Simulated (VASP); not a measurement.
Runs of VASP 6.6.1 on GeS3. The structure is that of space group Im-3m (No. 229), or close to it. The cells are those of the table. 

| task | cell | k mesh | cutoff (eV) | gap on the mesh (eV) | pressure (GPa) | relaxed volume (Å³/atom) |
| --- | --- | --- | --- | --- | --- | --- |
| relaxation of cell and atoms | relaxed from a = 4.920 Å, angles 109.5°, 4 atoms | 4 × 4 × 4 | 600 | none | 0.1 | 18.69 |
| relaxation of cell and atoms | relaxed from a = 4.605 Å, angles 109.5°, 4 atoms | 12 × 12 × 12 | 600 | none | 0.0 | 18.55 |
| single point | a = 4.589 Å, angles 109.5°, 4 atoms | 12 × 12 × 12 | 520 | none | (b) | - |
| single point | a = 4.920 Å, angles 109.5°, 4 atoms | 4 × 4 × 4 | 520 | none | -8.3 | - |
| single point | a = 4.605 Å, angles 109.5°, 4 atoms | 4 × 4 × 4 | 520 | none | (a) | - |

Alike in all rows: level PBE; potentials or basis VASP PAW PBE potentials, release 64 (Ge_d, S); no spin polarisation; smearing gaussian 0.1 eV.

Fill in the values left out.

(a) -0.3; (b) -0.1.

Caveats: some runs use coarse meshes; the volume moved by over 15 % at a fixed basis, so the end points are rough (some runs).

A k mesh can miss the band edges, and the runs leave out spin-orbit coupling on Ge.

A gap of «none» marks levels without a gap at the run's occupations.
